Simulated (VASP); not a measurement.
# MgO (P6_3mc) in VASP: a series of runs

The runs below take MgO through single point, with PBE.

Program: VASP 6.6.1. These are calculated values, not measurements. Logs are shortened: lines on timing, memory, paths and dates and some standing lists are left out, and cuts for length are marked.

### 1 The cell of the first run

Symmetry: P6_3mc, No. 186, hexagonal system. Conventional cell: a = 3.393 Å, b = 3.393 Å, c = 4.712 Å, α = 90.00°, β = 90.00°, γ = 120.00°. Within 2.5 Å of Mg (site symmetry 3m) lie 4 O at 1.85 to 2.02 Å. Within 2.5 Å of O (site symmetry 3m) lie 4 Mg at 1.85 to 2.02 Å.

### 2 Single point, PBE

Contents of INCAR:

```
PREC = Accurate
ENCUT = 520
EDIFF = 1E-6
ISMEAR = 0
SIGMA = 0.05
LREAL = False
LASPH = True
NELM = 80
ALGO = Normal
ISIF = 2
LWAVE = False
LCHARG = False
GGA = PE
NBANDS = 16
```

Contents of KPOINTS:

```
regular mesh
0
Gamma
  9 9 6
```

Contents of POSCAR:

```
MgO
1.0
    3.3926000000      0.0000000000      0.0000000000
   -1.6963000000      2.9380777849      0.0000000000
    0.0000000000      0.0000000000      4.7118000000
Mg O
2 2
Direct
    0.3333333333      0.6666666667      0.0063188013
    0.6666666667      0.3333333333      0.5063188013
    0.3333333333      0.6666666667      0.3982811987
    0.6666666667      0.3333333333      0.8982811987
```

Potentials or basis: VASP PAW PBE potentials, release 64 (Mg, O).

Started as:

```console
$ cat potpaw_PBE.64/Mg/POTCAR potpaw_PBE.64/O/POTCAR > POTCAR
$ mpirun -np 1 vasp_std > vasp.out
```

OUTCAR:

```text
PREC = Accurate
   ENCUT = 520
   EDIFF = 1E-6
   ISMEAR = 0
   LREAL = False
   LASPH = True
   NELM = 80
   ISIF = 2
   GGA = PE

 ion  position               nearest neighbor table
   1  0.333  0.667  0.006-   3 1.85   4 2.02   4 2.02   4 2.02   2 3.06   2 3.06   2 3.06   2 3.06
                             2 3.06   2 3.06
   2  0.667  0.333  0.506-   4 1.85   3 2.02   3 2.02   3 2.02   1 3.06   1 3.06   1 3.06   1 3.06
                             1 3.06   1 3.06
   3  0.333  0.667  0.398-   1 1.85   2 2.02   2 2.02   2 2.02
   4  0.667  0.333  0.898-   2 1.85   1 2.02   1 2.02   1 2.02

  LATTYP: Found a hexagonal cell.
 ALAT       =     3.3926000000
 C/A-ratio  =     1.3888463126

  Lattice vectors:

 A1 = (   3.3926000000,   0.0000000000,   0.0000000000)
 A2 = (  -1.6963000000,   2.9380777849,   0.0000000000)
 A3 = (   0.0000000000,   0.0000000000,   4.7118000000)

Analysis of symmetry for initial positions (statically):
=====================================================================
 Subroutine PRICEL returns:
 Original cell was already a primitive cell.

 Routine SETGRP: Setting up the symmetry group for a
 hexagonal supercell.

 Subroutine GETGRP returns: Found 12 space group operations
 (whereof  6 operations were pure point group operations)
 out of a pool of 24 trial point group operations.

The static configuration has the point symmetry C_3v.
 The point group associated with its full space group is C_6v.

Analysis of symmetry for dynamics (positions and initial velocities):
=====================================================================
 Subroutine PRICEL returns:
 Original cell was already a primitive cell.

 Routine SETGRP: Setting up the symmetry group for a
 hexagonal supercell.

 Subroutine GETGRP returns: Found 12 space group operations
 (whereof  6 operations were pure point group operations)
 out of a pool of 24 trial point group operations.

The dynamic configuration has the point symmetry C_3v.
 The point group associated with its full space group is C_6v.

 Subroutine INISYM returns: Found 12 space group operations
 (whereof  6 operations are pure point group operations),
 and found     1 'primitive' translations

----------------------------------------------------------------------------------------

[... 91 lines left out ...]
   LNONCOLLINEAR =      F non collinear calculations
   LSORBIT =      F    spin-orbit coupling
   LASPH  =      T    aspherical Exc in radial PAW
   ENCUT  =  520.0 eV  38.22 Ry    6.18 a.u.   6.31  6.31  8.76*2*pi/ulx,y,z
   NELM   =     80;   NELMIN=  2; NELMDL= -5     # of ELM steps
   EDIFF  = 0.1E-05   stopping-criterion for ELM
   LREAL  =      F    real-space projection
   EDIFFG = 0.1E-04   stopping-criterion for IOM
   NSW    =      0    number of steps for IOM
   IBRION =     -1    ionic relax: 0-MD 1-quasi-New 2-CG
   NFREE  =      0    steps in history (QN), initial steepest desc. (CG)
   ISIF   =      2    stress and relaxation
   ISYM   =      2    0-nonsym 1-usesym 2-fastsym
   POTIM  = 0.5000    time-step for ionic-motion
   TEBEG  =    0.0;   TEEND  =   0.0 temperature during run
   PSTRESS=    0.0 pullay stress
   NELECT =      16.0000    total number of electrons
   NUPDOWN=      -1.0000    fix difference up-down
   EMIN   =  10.00;   EMAX   =-10.00  energy-range for DOS
   EFERMI =   0.00;   METHOD = LEGACY
   ISMEAR =     0;   SIGMA  =   0.05  broadening in eV -4-tet -1-fermi 0-gaus
   EFERMI_NEDOS =   21; number of points for ismear=-14 and -15
   IALGO  =     38    algorithm
   IMIX   =      4    mixing-type and parameters
     AMIX     =   0.40;   BMIX     =  1.00
     AMIX_MAG =   1.60;   BMIX_MAG =  1.00
  volume/ion in A,a.u.               =      11.74        79.24
  Fermi-wavevector in a.u.,A,eV,Ry     =   1.143371  2.160658 17.786863  1.307298
  Thomas-Fermi vector in A             =   2.280066
   LORBIT       =      0    0 simple, 1 ext, 2 COOP (PROOUT), +10 PAW based schemes
   GGA     = PE    functional components
   LHFCALC =     F    Hartree Fock is set to
   AEXX    =    0.0000 exact exchange contribution
   IVDW    =     0    specifies the selected vdW correction
   LEPSILON=     F    determine dielectric tensor
   LRPA    =     F    only Hartree local field effects (RPA)
 non-spin polarized calculation
 Gauss-broadening in eV      SIGMA  =   0.05
  energy-cutoff  :      520.00
  volume of cell :       46.97
 maximum number of plane-waves:      1290
 NGX is ok and might be reduce to    28
   NGX = 13   NGY = 13   NGZ = 17

 number of electron      16.0000002 magnetization

 Free energy of the ion-electron system (eV)
  ---------------------------------------------------
  ext. energy  EPLUGINS =         0.00000000
  ---------------------------------------------------
  free energy    TOTEN  =       -23.27021224 eV

  energy without entropy =      -23.27021224  energy(sigma->0) =      -23.27021224

 E-fermi :   1.4696     XC(G=0):  -9.7569

 val. band max:        1.2277364807   @ k =   0.0000   0.0000   0.0000
 cond. band min:       4.6555431891   @ k =   0.0000   0.0000   0.0000
 fundamental gap:      3.4278067085
 Fermi energy:         1.4696211943

 k-point     1 :       0.0000    0.0000    0.0000
  band No.  band energies     occupation
      1     -15.1185      2.00000
      2     -14.1660      2.00000
      3      -1.9547      2.00000
      4       0.2649      2.00000
      5       0.2649      2.00000
      6       0.7366      2.00000
[... 433 lines left out ...]
      3      -1.5791      2.00000
      4      -1.0860      2.00000
      5      -1.0860      2.00000
      6      -0.0446      2.00000
[... 8 lines left out ...]
     15      14.8909      0.00000
     16      18.0250      0.00000

 [... further k-points ...]
[... 5 lines left out ...]
  --------------------------------------------------------------------------------------
  -------------------------------------------------------------------------------------
  Total       -0.8630122     -0.8630122      6.3886237      0.0000000     -0.0000000     -0.0000000
  in kB      -29.4404676    -29.4404676    217.9390696      0.0000000     -0.0000000     -0.0000000
  external PRESSURE =      53.0193782 kB  Pullay stress =       0.0000000 kB

 VOLUME and BASIS-vectors are now :
 -----------------------------------------------------------------------------
  energy-cutoff  :      520.00
  volume of cell :       46.97
      direct lattice vectors                 reciprocal lattice vectors
     3.392600000  0.000000000  0.000000000     0.294759182  0.170179293  0.000000000
    -1.696300000  2.938077785  0.000000000     0.000000000  0.340358586  0.000000000
     0.000000000  0.000000000  4.711800000     0.000000000  0.000000000  0.212233117

 POSITION                                       TOTAL-FORCE (eV/Angst)
 -----------------------------------------------------------------------------------
     -0.00000      1.95872      0.02977         0.000000     -0.000000     -1.630364
      1.69630      0.97936      2.38567         0.000000      0.000000     -1.630364
     -0.00000      1.95872      1.87662        -0.000000      0.000000      1.630364
      1.69630      0.97936      4.23252         0.000000     -0.000000      1.630364
 -----------------------------------------------------------------------------------
    total drift:                               -0.000000      0.000000      0.000963

  FREE ENERGIE OF THE ION-ELECTRON SYSTEM (eV)
  ---------------------------------------------------
  free  energy   TOTEN  =       -23.2702122420 eV

  energy  without entropy=      -23.2702122420  energy(sigma->0) =      -23.27021224
```

OSZICAR:

```text
N       E                     dE             d eps       ncg     rms          rms(c)
DAV:   1     0.624550585484E+02    0.62455E+02   -0.75776E+03  1536   0.885E+02
DAV:   2    -0.234261611581E+02   -0.85881E+02   -0.78806E+02  2112   0.198E+02
DAV:   3    -0.276243883218E+02   -0.41982E+01   -0.41881E+01  1704   0.452E+01
DAV:   4    -0.276422886283E+02   -0.17900E-01   -0.17900E-01  1888   0.346E+00
DAV:   5    -0.276423766523E+02   -0.88024E-04   -0.88024E-04  1768   0.233E-01    0.118E+01
DAV:   6    -0.233346381862E+02    0.43077E+01   -0.12218E+01  1552   0.263E+01    0.384E+00
DAV:   7    -0.232819953287E+02    0.52643E-01   -0.16403E-01  1552   0.326E+00    0.221E+00
DAV:   8    -0.232718742807E+02    0.10121E-01   -0.10212E-01  1632   0.343E+00    0.504E-01
DAV:   9    -0.232692406099E+02    0.26337E-02   -0.61623E-03  1864   0.709E-01    0.122E-01
DAV:  10    -0.232701787702E+02   -0.93816E-03   -0.10471E-03  1568   0.233E-01    0.328E-02
DAV:  11    -0.232702054928E+02   -0.26723E-04   -0.49394E-05  1744   0.601E-02    0.118E-02
DAV:  12    -0.232702117262E+02   -0.62333E-05   -0.10139E-05  1560   0.269E-02    0.850E-03
DAV:  13    -0.232702122420E+02   -0.51589E-06   -0.17694E-06  1496   0.113E-02
   1 F= -.23270212E+02 E0= -.23270212E+02  d E =-.398171E-14
```

Run time: 31 s. Hardware: 1 thread of Intel Xeon Platinum 8488C (Sapphire Rapids), shared host; peak memory 0.19 GiB.

Results:

* Free energy: -23.2702 eV
* Pressure: 5.3 GPa
* Largest force: 1.630 eV/Å
* Band gap on the k mesh: 3.43 eV, direct

Forces on the atoms (eV/Å):
```
Mg   0.000  0.000 -1.630
Mg   0.000  0.000 -1.630
O    0.000  0.000  1.630
O    0.000  0.000  1.630
```

Caveat: forces of over 1 eV/Å act on the atoms, so gaps and moduli don't describe the material at rest. A k mesh can miss the band edges.

### 3 Single point, PBE

This run uses another cell than the first one, of 11.86 Å³/atom, 1.010 times its volume.

Contents of INCAR:

```
SYSTEM = MgO
ALGO = Normal ; EDIFF = 1E-6
ENCUT = 520 ; GGA = PE
ISIF = 2 ; ISMEAR = 0
LASPH = .TRUE. ; LCHARG = .FALSE.
LREAL = .FALSE. ; LWAVE = .FALSE.
NBANDS = 16 ; NELM = 100
PREC = Accurate ; SIGMA = 0.05
```

Contents of KPOINTS:

```
k-points
0
G
  9 9 6
  0 0 0
```

Contents of POSCAR:

```
MgO
1.0
    3.3152853999      0.0000000000      0.0000000000
   -1.6576427000      2.8711213771      0.0000000000
    0.0000000000      0.0000000000      4.9850000000
Mg O
2 2
Direct
    0.3333333333      0.6666666667      0.0063188013
    0.6666666667      0.3333333333      0.5063188013
    0.3333333333      0.6666666667      0.3982811987
    0.6666666667      0.3333333333      0.8982811987
```

Potentials or basis: VASP PAW PBE potentials, release 64 (Mg, O).

Started as:

```console
$ cat potpaw_PBE.64/Mg/POTCAR potpaw_PBE.64/O/POTCAR > POTCAR
$ mpirun -np 1 vasp_std > vasp.out
```

OUTCAR:

```text
SYSTEM = MgO
   EDIFF = 1E-6
   ENCUT = 520
   GGA = PE
   ISIF = 2
   ISMEAR = 0
   LASPH = .TRUE.
   LREAL = .FALSE.
   NELM = 100
   PREC = Accurate

 ion  position               nearest neighbor table
   1  0.333  0.667  0.006-   3 1.95   4 1.99   4 1.99   4 1.99   2 3.14   2 3.14   2 3.14   2 3.14
                             2 3.14   2 3.14
   2  0.667  0.333  0.506-   4 1.95   3 1.99   3 1.99   3 1.99   1 3.14   1 3.14   1 3.14   1 3.14
                             1 3.14   1 3.14
   3  0.333  0.667  0.398-   1 1.95   2 1.99   2 1.99   2 1.99
[... 655 lines left out ...]

 [... further k-points ...]
[... 5 lines left out ...]
  --------------------------------------------------------------------------------------
  -------------------------------------------------------------------------------------
  Total        0.2673505      0.2673505      1.8623676     -0.0000000      0.0000000      0.0000000
  in kB        9.0272193      9.0272193     62.8837377     -0.0000000      0.0000000      0.0000000
  external PRESSURE =      26.9793921 kB  Pullay stress =       0.0000000 kB

 VOLUME and BASIS-vectors are now :
 -----------------------------------------------------------------------------
  energy-cutoff  :      520.00
  volume of cell :       47.45
      direct lattice vectors                 reciprocal lattice vectors
     3.315285400  0.000000000  0.000000000     0.301633157  0.174147984  0.000000000
    -1.657642700  2.871121377  0.000000000     0.000000000  0.348295968  0.000000000
     0.000000000  0.000000000  4.985000000     0.000000000  0.000000000  0.200601805

 POSITION                                       TOTAL-FORCE (eV/Angst)
 -----------------------------------------------------------------------------------
     -0.00000      1.91408      0.03150        -0.000000      0.000000     -0.320495
      1.65764      0.95704      2.52400         0.000000     -0.000000     -0.320495
     -0.00000      1.91408      1.98543        -0.000000      0.000000      0.320495
      1.65764      0.95704      4.47793         0.000000      0.000000      0.320495
 -----------------------------------------------------------------------------------
    total drift:                               -0.000000      0.000000     -0.000086

  FREE ENERGIE OF THE ION-ELECTRON SYSTEM (eV)
  ---------------------------------------------------
  free  energy   TOTEN  =       -23.5110287048 eV

  energy  without entropy=      -23.5110287048  energy(sigma->0) =      -23.51102870
```

Run time: 52 s. Hardware: 1 thread of Intel Xeon Platinum 8488C (Sapphire Rapids), shared host; peak memory 0.19 GiB.

What came out:

```yaml
Free_energy: -23.5110 eV
Pressure: 2.7 GPa
Largest_force: 0.320 eV/Å
Band_gap_on_the_k_mesh: 3.49 eV, direct
```

Forces on the atoms (eV/Å):
```
Mg   0.000  0.000 -0.320
Mg   0.000  0.000 -0.320
O    0.000  0.000  0.320
O    0.000  0.000  0.320
```

Stress tensor (GPa, compression positive):
```
0.90 0.00 0.00
0.00 0.90 0.00
0.00 0.00 6.29
```

Levels at points of the mesh, in eV from the valence-band top:
```csv
k point,band 6,band 7,band 8,band 9,band 10,band 11
"(0.00, 0.00, 0.00)",-0.37,-0.37,0.00,3.49,8.46,10.35
"(0.00, 0.00, 0.50)",-0.54,-0.54,-0.54,5.97,5.97,13.25
```

### 4 Single point, PBE

This run uses another cell than the first one, of 11.94 Å³/atom, 1.016 times its volume.

Contents of INCAR:

```
PREC = Accurate ; ENCUT = 520
EDIFF = 1E-6 ; ISMEAR = 0
SIGMA = 0.05 ; LREAL = False
LASPH = True ; NELM = 80
ALGO = Normal ; ISIF = 2
LWAVE = False ; LCHARG = False
GGA = PE ; NBANDS = 16
```

Contents of KPOINTS:

```
regular mesh
0
Gamma
  9 9 6
```

Contents of POSCAR:

```
MgO
1.0
    3.2379000000      0.0000000000      0.0000000000
   -1.6189500000      2.8041036549      0.0000000000
    0.0000000000      0.0000000000      5.2581000000
Mg O
2 2
Direct
    0.3333333333      0.6666666667      0.0063188013
    0.6666666667      0.3333333333      0.5063188013
    0.3333333333      0.6666666667      0.3982811987
    0.6666666667      0.3333333333      0.8982811987
```

Potentials or basis: VASP PAW PBE potentials, release 64 (Mg, O).

Started as:

```console
$ cat potpaw_PBE.64/Mg/POTCAR potpaw_PBE.64/O/POTCAR > POTCAR
$ mpirun -np 1 vasp_std > vasp.out
```

OUTCAR:

```text
PREC = Accurate
   ENCUT = 520
   EDIFF = 1E-6
   ISMEAR = 0
   LREAL = False
   LASPH = True
   NELM = 80
   ISIF = 2
   GGA = PE

 ion  position               nearest neighbor table
   1  0.333  0.667  0.006-   4 1.95   4 1.95   4 1.95   3 2.06   2 3.23   2 3.23   2 3.23   2 3.23
                             2 3.23   2 3.23
   2  0.667  0.333  0.506-   3 1.95   3 1.95   3 1.95   4 2.06   1 3.23   1 3.23   1 3.23   1 3.23
                             1 3.23   1 3.23
   3  0.333  0.667  0.398-   2 1.95   2 1.95   2 1.95   1 2.06
   4  0.667  0.333  0.898-   1 1.95   1 1.95   1 1.95   2 2.06

  LATTYP: Found a hexagonal cell.
 ALAT       =     3.2379000000
 C/A-ratio  =     1.6239229130

  Lattice vectors:

 A1 = (   3.2379000000,   0.0000000000,   0.0000000000)
 A2 = (  -1.6189500000,   2.8041036549,   0.0000000000)
 A3 = (   0.0000000000,   0.0000000000,   5.2581000000)

Analysis of symmetry for initial positions (statically):
=====================================================================
 Subroutine PRICEL returns:
 Original cell was already a primitive cell.

 Routine SETGRP: Setting up the symmetry group for a
 hexagonal supercell.

[... 168 lines left out ...]
  free energy    TOTEN  =       -23.47698495 eV

  energy without entropy =      -23.47698495  energy(sigma->0) =      -23.47698495

 E-fermi :   1.1284     XC(G=0):  -9.6911

 val. band max:        0.8927422448   @ k =   0.0000   0.0000   0.0000
 cond. band min:       4.4818290506   @ k =   0.0000   0.0000   0.0000
 fundamental gap:      3.5890868058
 Fermi energy:         1.1283894402

 k-point     1 :       0.0000    0.0000    0.0000
  band No.  band energies     occupation
      1     -15.1492      2.00000
      2     -14.4764      2.00000
      3      -2.2782      2.00000
      4       0.4713      2.00000
      5       0.4713      2.00000
      6       0.7030      2.00000
[... 433 lines left out ...]
      3      -1.5207      2.00000
      4      -1.0588      2.00000
      5      -1.0588      2.00000
      6      -0.4779      2.00000
[... 8 lines left out ...]
     15      14.4893      0.00000
     16      18.6130      0.00000

 [... further k-points ...]
[... 5 lines left out ...]
  --------------------------------------------------------------------------------------
  -------------------------------------------------------------------------------------
  Total        1.8864122      1.8864122     -1.1347130      0.0000000      0.0000000      0.0000000
  in kB       63.3083293     63.3083293    -38.0811688      0.0000000      0.0000000      0.0000000
  external PRESSURE =      29.5118299 kB  Pullay stress =       0.0000000 kB

 VOLUME and BASIS-vectors are now :
 -----------------------------------------------------------------------------
  energy-cutoff  :      520.00
  volume of cell :       47.74
      direct lattice vectors                 reciprocal lattice vectors
     3.237900000  0.000000000  0.000000000     0.308842151  0.178310099  0.000000000
    -1.618950000  2.804103655  0.000000000     0.000000000  0.356620198  0.000000000
     0.000000000  0.000000000  5.258100000     0.000000000  0.000000000  0.190182766

 POSITION                                       TOTAL-FORCE (eV/Angst)
 -----------------------------------------------------------------------------------
     -0.00000      1.86940      0.03322        -0.000000      0.000000      0.417557
      1.61895      0.93470      2.66227         0.000000      0.000000      0.417557
     -0.00000      1.86940      2.09420         0.000000     -0.000000     -0.417557
      1.61895      0.93470      4.72325        -0.000000      0.000000     -0.417557
 -----------------------------------------------------------------------------------
    total drift:                               -0.000000     -0.000000      0.001870

  FREE ENERGIE OF THE ION-ELECTRON SYSTEM (eV)
  ---------------------------------------------------
  free  energy   TOTEN  =       -23.4769849456 eV

  energy  without entropy=      -23.4769849456  energy(sigma->0) =      -23.47698495
```

stdout:

```text
POSCAR found type information on POSCAR MgO
 POSCAR found :  2 types and       4 ions
 scaLAPACK will be used
 LDA part: xc-table for (Slater+PW92), standard interpolation
 POSCAR, INCAR and KPOINTS ok, starting setup
 FFT: planning ... GRIDC
 FFT: planning ... GRID_SOFT
 FFT: planning ... GRID
 WAVECAR not read
 entering main loop
```

Wall time 23 s (1 thread of Intel Xeon Platinum 8488C (Sapphire Rapids), shared host); peak memory 0.17 GiB.

Results:

* Free energy: -23.4770 eV
* Pressure: 3.0 GPa
* Largest force: 0.418 eV/Å
* Band gap on the k mesh: 3.59 eV, direct

Forces on the atoms (eV/Å):
```
Mg   0.000  0.000  0.418
Mg   0.000  0.000  0.418
O    0.000  0.000 -0.418
O    0.000  0.000 -0.418
```

Stress tensor (GPa, compression positive):
```
 6.33  0.00  0.00
 0.00  6.33  0.00
 0.00  0.00 -3.81
```

Levels at points of the mesh, in eV from the valence-band top:
```tsv
k point	band 5	band 6	band 7	band 8	band 9	band 10	band 11	band 12
(0.00, 0.00, 0.00)	-0.42	-0.19	-0.19	0.00	3.59	8.70	9.96	14.88
(0.00, 0.00, 0.50)	-0.31	-0.31	-0.31	-0.31	6.03	6.03	12.83	12.83
```

A k mesh can miss the band edges. As with any semilocal functional, this PBE gap is likely too small.

(Continued in part 2 of 2.)
